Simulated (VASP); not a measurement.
Here is a VASP 6.6.1 calculation.

File INCAR:

```
SYSTEM = Y
  PREC = Accurate
  ENCUT = 520
  EDIFF = 1E-6
  ISMEAR = 0
  SIGMA = 0.1
  LREAL = .False.
  LASPH = .True.
  NELM = 100
  ALGO = Normal
  ISIF = 2
  LWAVE = .False.
  LCHARG = .False.
  GGA = PS
  NBANDS = 12
```

File KPOINTS:

```
regular mesh
0
Gamma
  20 20 20
  0 0 0
```

The input POSCAR:

```
Y
1.0
    0.0000000000      2.4879505145      2.4879505145
    2.4879505145      0.0000000000      2.4879505145
    2.4879505145      2.4879505145      0.0000000000
Y
1
Direct
    0.0000000000      0.0000000000      0.0000000000
```

Potentials or basis: VASP PAW PBE potentials, release 64 (Y_sv).

Launch:

```console
$ cat potpaw_PBE.64/Y_sv/POTCAR > POTCAR
$ mpirun -np 1 vasp_std > vasp.out
```

Task: Predict the pressure.

Result: -0.1 GPa.

Task: Predict the band gap on the k mesh.

Result: Zero (an odd number of electrons rules out a gap without spin polarisation).

Caveat: the PAW data sets were made with another functional, which shifts forces and pressure a little.
